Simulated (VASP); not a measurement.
# Ce (Fm-3m) in VASP: further runs

The runs below take Ce through single point, with LDA.

Everything below comes from runs of VASP 6.6.1. Logs are shortened: lines on timing, memory, paths and dates and some standing lists are left out, and cuts for length are marked.

## (1) The cell of the first run

Symmetry: Fm-3m, No. 225, cubic system. The conventional cell has a = 4.530 Å, b = 4.530 Å, c = 4.530 Å, α = 90.00°, β = 90.00°, γ = 90.00°. Ce (site symmetry m-3m) has 12 Ce at 3.20 Å within 4.2 Å.

## (2) Single point, LDA

Contents of INCAR:

```
ALGO = Normal
EDIFF = 1E-6
ENCUT = 500
GGA = CA
GGA_COMPAT = F
ISIF = 2
ISMEAR = -1
LASPH = T
LCHARG = F
LMAXMIX = 6
LREAL = F
LWAVE = F
NBANDS = 12
NELM = 200
PREC = Accurate
SIGMA = 0.1
```

Contents of KPOINTS:

```
k-points
0
Gamma
  2 2 2
```

Contents of POSCAR:

```
Ce
1.0
    0.0000000000      2.2649297842      2.2649297842
    2.2649297842      0.0000000000      2.2649297842
    2.2649297842      2.2649297842      0.0000000000
Ce
1
Direct
    0.0000000000      0.0000000000      0.0000000000
```

Potentials or basis: VASP PAW LDA potentials, release 64 (Ce).

Run with:

```
> cat potpaw_LDA.64/Ce/POTCAR > POTCAR
> mpirun -np 1 vasp_std > vasp.out
```

OUTCAR:

```text
EDIFF = 1E-6
   ENCUT = 500
   GGA = CA
   ISIF = 2
   ISMEAR = -1
   LASPH = T
   LREAL = F
   NELM = 200
   PREC = Accurate

 ion  position               nearest neighbor table
   1  0.000  0.000  0.000-

  LATTYP: Found a face centered cubic cell.
 ALAT       =     4.5298595684

  Lattice vectors:

 A1 = (   0.0000000000,   2.2649297842,   2.2649297842)
 A2 = (   2.2649297842,   0.0000000000,   2.2649297842)
 A3 = (   2.2649297842,   2.2649297842,   0.0000000000)

Analysis of symmetry for initial positions (statically):
=====================================================================
 Subroutine PRICEL returns:
 Original cell was already a primitive cell.

 Routine SETGRP: Setting up the symmetry group for a
 face centered cubic supercell.

 Subroutine GETGRP returns: Found 48 space group operations
 (whereof 48 operations were pure point group operations)
 out of a pool of 48 trial point group operations.

The static configuration has the point symmetry O_h .

Analysis of symmetry for dynamics (positions and initial velocities):
=====================================================================
 Subroutine PRICEL returns:
 Original cell was already a primitive cell.

 Routine SETGRP: Setting up the symmetry group for a
 face centered cubic supercell.

 Subroutine GETGRP returns: Found 48 space group operations
 (whereof 48 operations were pure point group operations)
 out of a pool of 48 trial point group operations.

The dynamic configuration has the point symmetry O_h .

 Subroutine INISYM returns: Found 48 space group operations
 (whereof 48 operations are pure point group operations),
 and found     1 'primitive' translations

----------------------------------------------------------------------------------------

                                     Primitive cell

  volume of cell :      23.2378

  direct lattice vectors                    reciprocal lattice vectors
     0.000000000  2.264929784  2.264929784    -0.220757395  0.220757395  0.220757395
     2.264929784  0.000000000  2.264929784     0.220757395 -0.220757395  0.220757395
     2.264929784  2.264929784  0.000000000     0.220757395  0.220757395 -0.220757395

  length of vectors
     3.203094419  3.203094419  3.203094419     0.382363025  0.382363025  0.382363025

  position of ions in fractional coordinates (direct lattice)
     0.000000000  0.000000000  0.000000000

  ion indices of the primitive-cell ions
   primitive index   ion index
                 1           1

----------------------------------------------------------------------------------------

 KPOINTS: k-points

Automatic generation of k-mesh.
 Grid dimensions read from file:
 generate k-points for:    2    2    2

 Generating k-lattice:

  Cartesian coordinates                     Fractional coordinates (reciprocal lattice)
    -0.110378698  0.110378698  0.110378698     0.500000000  0.000000000  0.000000000
     0.110378698 -0.110378698  0.110378698     0.000000000  0.500000000  0.000000000
     0.110378698  0.110378698 -0.110378698     0.000000000  0.000000000  0.500000000

  Length of vectors
     0.191181513  0.191181513  0.191181513

  Shift w.r.t. Gamma in fractional coordinates (k-lattice)
     0.000000000  0.000000000  0.000000000

 Subroutine IBZKPT returns following result:
 ===========================================

 Found      3 irreducible k-points:

 Following reciprocal coordinates:
            Coordinates               Weight
  0.000000  0.000000  0.000000      1.000000
  0.500000  0.000000  0.000000      4.000000
  0.500000  0.500000  0.000000      3.000000
   k-points           NKPTS =      3   k-points in BZ     NKDIM =      3   number of bands    NBANDS=     12
   number of dos      NEDOS =    301   number of ions     NIONS =      1
   total plane-waves  NPLWV =  13824
   dimension x,y,z NGX =    24 NGY =   24 NGZ =   24
   dimension x,y,z NGXF=    48 NGYF=   48 NGZF=   48
   ions per type =               1
   NGX,Y,Z   is equivalent  to a cutoff of  12.46, 12.46, 12.46 a.u.
   NGXF,Y,Z  is equivalent  to a cutoff of  24.91, 24.91, 24.91 a.u.
 SYSTEM =  unknown system
   PREC   = accura    normal or accurate (medium, high low for compatibility)
   ISTART =      0    job   : 0-new  1-cont  2-samecut
   ICHARG =      2    charge: 1-file 2-atom 10-const
   ISPIN  =      1    spin polarized calculation?
   LNONCOLLINEAR =      F non collinear calculations
   LSORBIT =      F    spin-orbit coupling
   LASPH  =      T    aspherical Exc in radial PAW
   ENCUT  =  500.0 eV  36.75 Ry    6.06 a.u.   5.84  5.84  5.84*2*pi/ulx,y,z
   NELM   =    200;   NELMIN=  2; NELMDL= -5     # of ELM steps
   EDIFF  = 0.1E-05   stopping-criterion for ELM
   LREAL  =      F    real-space projection
   EDIFFG = 0.1E-04   stopping-criterion for IOM
   NSW    =      0    number of steps for IOM
   IBRION =     -1    ionic relax: 0-MD 1-quasi-New 2-CG
   NFREE  =      0    steps in history (QN), initial steepest desc. (CG)
   ISIF   =      2    stress and relaxation
   ISYM   =      2    0-nonsym 1-usesym 2-fastsym
   POTIM  = 0.5000    time-step for ionic-motion
   TEBEG  =    0.0;   TEEND  =   0.0 temperature during run
   PSTRESS=    0.0 pullay stress
   NELECT =      12.0000    total number of electrons
   NUPDOWN=      -1.0000    fix difference up-down
   EMIN   =  10.00;   EMAX   =-10.00  energy-range for DOS
   EFERMI =   0.00;   METHOD = LEGACY
   ISMEAR =    -1;   SIGMA  =   0.10  broadening in eV -4-tet -1-fermi 0-gaus
   EFERMI_NEDOS =   21; number of points for ismear=-14 and -15
   IALGO  =     38    algorithm
   IMIX   =      4    mixing-type and parameters
     AMIX     =   0.40;   BMIX     =  1.00
     AMIX_MAG =   1.60;   BMIX_MAG =  1.00
  volume/ion in A,a.u.               =      23.24       156.82
  Fermi-wavevector in a.u.,A,eV,Ry     =   1.313421  2.482005 23.471054  1.725074
  Thomas-Fermi vector in A             =   2.443745
   LORBIT       =      0    0 simple, 1 ext, 2 COOP (PROOUT), +10 PAW based schemes
   GGA     = CA    functional components
   LHFCALC =     F    Hartree Fock is set to
   AEXX    =    0.0000 exact exchange contribution
   IVDW    =     0    specifies the selected vdW correction
   LEPSILON=     F    determine dielectric tensor
   LRPA    =     F    only Hartree local field effects (RPA)
 non-spin polarized calculation
  energy-cutoff  :      500.00
  volume of cell :       23.24
 maximum number of plane-waves:       609
 NGX is ok and might be reduce to    24
   NGX = 11   NGY = 11   NGZ = 11

 number of electron      12.0000000 magnetization

 Free energy of the ion-electron system (eV)
  ---------------------------------------------------
  ext. energy  EPLUGINS =         0.00000000
  ---------------------------------------------------
  free energy    TOTEN  =        -9.44871932 eV

  energy without entropy =       -9.40564381  energy(sigma->0) =       -9.42718156

 E-fermi :  10.8510     XC(G=0): -12.1460

 val. band max:       10.5307647760   @ k =   0.5000   0.0000   0.0000
 cond. band min:      11.2201568686   @ k =   0.0000   0.0000   0.0000
 fundamental gap:      0.6893920926
 Fermi energy:        10.8510237943

 k-point     1 :       0.0000    0.0000    0.0000
  band No.  band energies     occupation
      1     -24.1133      2.00000
      2      -4.6269      2.00000
      3      -4.6269      2.00000
      4      -4.6269      2.00000
      5       8.2222      2.00000
      6      10.4683      1.95739
      7      11.2202      0.04866
      8      11.2202      0.04866
      9      11.2202      0.04866
     10      12.1847      0.00000
     11      12.1847      0.00000
     12      12.3024      0.00000

 k-point     2 :       0.5000    0.0000    0.0000
  band No.  band energies     occupation
      1     -23.2726      2.00000
      2      -8.6136      2.00000
      3      -5.1337      2.00000
      4      -5.1337      2.00000
      5       8.4230      2.00000
      6      10.5308      1.92186
      7      11.3107      0.01997
      8      11.3107      0.01997
      9      11.7691      0.00021
     10      11.9456      0.00004
     11      11.9456      0.00004
     12      11.9934      0.00002

 k-point     3 :       0.5000    0.5000    0.0000
  band No.  band energies     occupation
      1     -22.9912      2.00000
      2      -8.3054      2.00000
      3      -6.0807      2.00000
      4      -6.0807      2.00000
      5       7.1730      2.00000
      6       7.9216      2.00000
      7      11.3673      0.01138
      8      11.5422      0.00199
      9      11.5422      0.00199
     10      11.6728      0.00054
     11      11.8585      0.00008
     12      11.8585      0.00008

------------------------ aborting loop because EDIFF is reached ----------------------------------------

  FORCE on cell =-STRESS in cart. coord.  units (eV):
  Direction    XX          YY          ZZ          XY          YZ          ZX
  --------------------------------------------------------------------------------------
  -------------------------------------------------------------------------------------
  Total       -0.4719930     -0.4719930     -0.4719930     -0.0000000     -0.0000000      0.0000000
  in kB      -32.5425773    -32.5425773    -32.5425773     -0.0000000     -0.0000000      0.0000000
  external PRESSURE =     -32.5425773 kB  Pullay stress =       0.0000000 kB

 VOLUME and BASIS-vectors are now :
 -----------------------------------------------------------------------------
  energy-cutoff  :      500.00
  volume of cell :       23.24
      direct lattice vectors                 reciprocal lattice vectors
     0.000000000  2.264929784  2.264929784    -0.220757395  0.220757395  0.220757395
     2.264929784  0.000000000  2.264929784     0.220757395 -0.220757395  0.220757395
     2.264929784  2.264929784  0.000000000     0.220757395  0.220757395 -0.220757395

 POSITION                                       TOTAL-FORCE (eV/Angst)
 -----------------------------------------------------------------------------------
      0.00000      0.00000      0.00000         0.000000      0.000000      0.000000
 -----------------------------------------------------------------------------------
    total drift:                               -0.000000     -0.000000     -0.000000

  FREE ENERGIE OF THE ION-ELECTRON SYSTEM (eV)
  ---------------------------------------------------
  free  energy   TOTEN  =        -9.4487193205 eV

  energy  without entropy=       -9.4056438076  energy(sigma->0) =       -9.42718156
```

It took 1.8 s on 1 thread of AMD EPYC 9R45 (Zen 5), shared host; peak memory 0.1 GiB.

The run converged, but its numbers aren't listed here, since they failed a check.

Caveat: the k points lie up to 1.20 Å⁻¹ apart; the mesh shows a gap though the element is a metal; spin-orbit coupling is left out, which moves the levels of the heavy elements; semilocal functionals describe open f shells poorly, which spoils levels, moments and volumes.

## (3) Single point, LDA

Contents of INCAR:

```
SYSTEM = Ce
PREC = Accurate
ENCUT = 500
EDIFF = 1E-6
ISMEAR = -1
SIGMA = 0.1
LREAL = .FALSE.
LASPH = .TRUE.
NELM = 200
ALGO = Normal
ISIF = 2
LWAVE = .FALSE.
LCHARG = .TRUE.
GGA = CA
LELF = .TRUE.
LVHAR = .TRUE.
NBANDS = 12
GGA_COMPAT = .FALSE.
LMAXMIX = 6
```

Contents of KPOINTS:

```
Automatic mesh
0
G
  3 3 3
  0 0 0
```

POSCAR is that of step 2.

Potentials or basis: VASP PAW LDA potentials, release 64 (Ce).

Run with:

```
> cat potpaw_LDA.64/Ce/POTCAR > POTCAR
> mpirun -np 1 vasp_std > vasp.out
```

Wall time 2.9 s (1 thread of AMD EPYC 9R45 (Zen 5), shared host); peak memory 0.1 GiB.

The run converged, but its numbers aren't listed here, since they failed a check.

Caveat: the k points lie up to 0.80 Å⁻¹ apart; the mesh shows a gap though the element is a metal; spin-orbit coupling is left out, which moves the levels of the heavy elements; semilocal functionals describe open f shells poorly, which spoils levels, moments and volumes.

## (4) Single point, LDA

Contents of INCAR:

```
SYSTEM = Ce
PREC = Accurate ; ENCUT = 500
EDIFF = 1E-6 ; ISMEAR = -1
SIGMA = 0.1 ; LREAL = .FALSE.
LASPH = .TRUE. ; NELM = 200
ALGO = Normal ; ISIF = 2
LWAVE = .FALSE. ; LCHARG = .FALSE.
NBANDS = 12 ; GGA_COMPAT = .FALSE.
LMAXMIX = 6
```

Contents of KPOINTS:

```
regular mesh
0
G
  4 4 4
  0 0 0
```

POSCAR is that of step 3.

Run with:

```
> cat potpaw_LDA.64/Ce/POTCAR > POTCAR
> mpirun -np 1 vasp_std > vasp.out
```

It took 2.8 s on 1 thread of AMD EPYC 9R45 (Zen 5), shared host; peak memory 0.1 GiB.

The run converged. Its results:

| Property | Result |
| --- | --- |
| Free energy | -6.7754 eV |
| Pressure | -1.9 GPa |
| Band gap on the k mesh | zero (bands 6 and 7 overlap by 0.13 eV) |

Levels at points of the mesh, in eV from the Fermi level:
```csv
k point,band 3,band 4,band 5,band 6,band 7,band 8,band 9,band 10
"(0.00, 0.00, 0.00)",-15.41,-15.41,-2.60,-0.36,0.42,0.42,0.42,1.39
"(0.50, 0.00, 0.00)",-15.92,-15.92,-2.44,-0.27,0.51,0.51,0.96,1.13
"(0.50, 0.50, 0.00)",-16.87,-16.87,-3.61,-2.94,0.57,0.74,0.74,0.87
```

Caveat: the k points lie up to 0.60 Å⁻¹ apart; spin-orbit coupling is left out, which moves the levels of the heavy elements; semilocal functionals describe open f shells poorly, which spoils levels, moments and volumes. Spin polarisation is off, so any magnetic state and its effect on volume and gap are missing.

## (5) Single point, LDA

Contents of INCAR:

```
SYSTEM = Ce
PREC     = Accurate       ! precision mode
ENCUT    = 500            ! plane-wave cutoff, eV
EDIFF    = 1E-6           ! SCF threshold, eV
ISMEAR   = -1             ! smearing method
SIGMA    = 0.1            ! smearing width, eV
LREAL    = .False.        ! projectors in reciprocal space
LASPH    = .True.         ! aspherical terms in the spheres
NELM     = 200            ! most SCF steps
ALGO     = Normal         ! electronic algorithm
ISIF     = 2              ! what is computed and relaxed
LWAVE    = .False.        ! write WAVECAR
LCHARG   = .True.         ! write CHGCAR
LELF     = .True.         ! ELF
LVHAR    = .True.       
NBANDS   = 12             ! bands
GGA_COMPAT= .False.      
LMAXMIX  = 6              ! l up to which the mixer works
```

Contents of KPOINTS:

```
regular mesh
0
Gamma
  6 6 6
  0 0 0
```

POSCAR is that of step 4.

Run with:

```
> cat potpaw_LDA.64/Ce/POTCAR > POTCAR
> mpirun -np 1 vasp_std > vasp.out
```

Run time: 4.5 s. Hardware: 1 thread of AMD EPYC 9R45 (Zen 5), shared host; peak memory 0.1 GiB.

The run converged. Its results:

* Free energy: -6.9687 eV
* Pressure: -0.4 GPa
* Band gap on the k mesh: zero (bands 6 and 7 overlap by 0.31 eV)

Levels at points of the mesh, in eV from the Fermi level:
```csv
k point,band 2,band 3,band 4,band 5,band 6,band 7,band 8,band 9,band 10,band 11
"(0.00, 0.00, 0.00)",-15.26,-15.26,-15.26,-2.35,-0.31,0.44,0.44,0.44,1.37,1.37
"(0.50, 0.00, 0.00)",-19.22,-15.76,-15.76,-2.19,-0.21,0.52,0.52,0.96,1.18,1.18
"(0.50, 0.50, 0.00)",-18.92,-16.70,-16.70,-3.35,-2.70,0.57,0.75,0.75,0.88,1.05
```

Caveat: the k points lie up to 0.40 Å⁻¹ apart; spin-orbit coupling is left out, which moves the levels of the heavy elements; semilocal functionals describe open f shells poorly, which spoils levels, moments and volumes. Spin polarisation is off, so any magnetic state and its effect on volume and gap are missing.

## (6) Single point, LDA

Contents of INCAR:

```
SYSTEM = Ce
ALGO = Normal ; EDIFF = 1E-6
ENCUT = 500 ; GGA = CA
GGA_COMPAT = .False. ; ISIF = 2
ISMEAR = -1 ; LASPH = .True.
LCHARG = .False. ; LMAXMIX = 6
LREAL = .False. ; LWAVE = .False.
NBANDS = 12 ; NELM = 200
PREC = Accurate ; SIGMA = 0.1
```

Contents of KPOINTS:

```
k-points
0
Gamma
  7 7 7
  0 0 0
```

POSCAR is that of step 5.

Potentials or basis: VASP PAW LDA potentials, release 64 (Ce).

Run with:

```
> cat potpaw_LDA.64/Ce/POTCAR > POTCAR
> mpirun -np 1 vasp_std > vasp.out
```

It took 4.7 s on 1 thread of AMD EPYC 9R45 (Zen 5), shared host; peak memory 0.11 GiB.

It converged, with:

* Free energy: -6.9413 eV
* Pressure: -0.3 GPa
* Band gap on the k mesh: zero (bands 6 and 7 overlap by 0.17 eV)

Levels at points of the mesh, in eV from the Fermi level:
```tsv
k point	band 2	band 3	band 4	band 5	band 6	band 7	band 8	band 9	band 10	band 11
(0.00, 0.00, 0.00)	-15.32	-15.32	-15.32	-2.43	-0.35	0.41	0.41	0.41	1.34	1.34
```

Caveat: spin-orbit coupling is left out, which moves the levels of the heavy elements; semilocal functionals describe open f shells poorly, which spoils levels, moments and volumes. Spin polarisation is off, so any magnetic state and its effect on volume and gap are missing.

## (7) The runs side by side

```csv
k mesh,gap on the mesh (eV),pressure (GPa)
4 × 4 × 4,none,-1.9
6 × 6 × 6,none,-0.4
7 × 7 × 7,none,-0.3
```

Alike in all rows: task single point; level LDA; potentials or basis VASP PAW LDA potentials, release 64 (Ce); no spin polarisation; cell as given; cutoff (eV) 500; smearing fermi-dirac 0.1 eV.

Caveats: some runs use coarse meshes; spin-orbit coupling is left out, which moves the levels of the heavy elements; semilocal functionals describe open f shells poorly, which spoils levels, moments and volumes.

Total energies depend on the potentials used, so only differences within one code and one set of settings carry meaning.
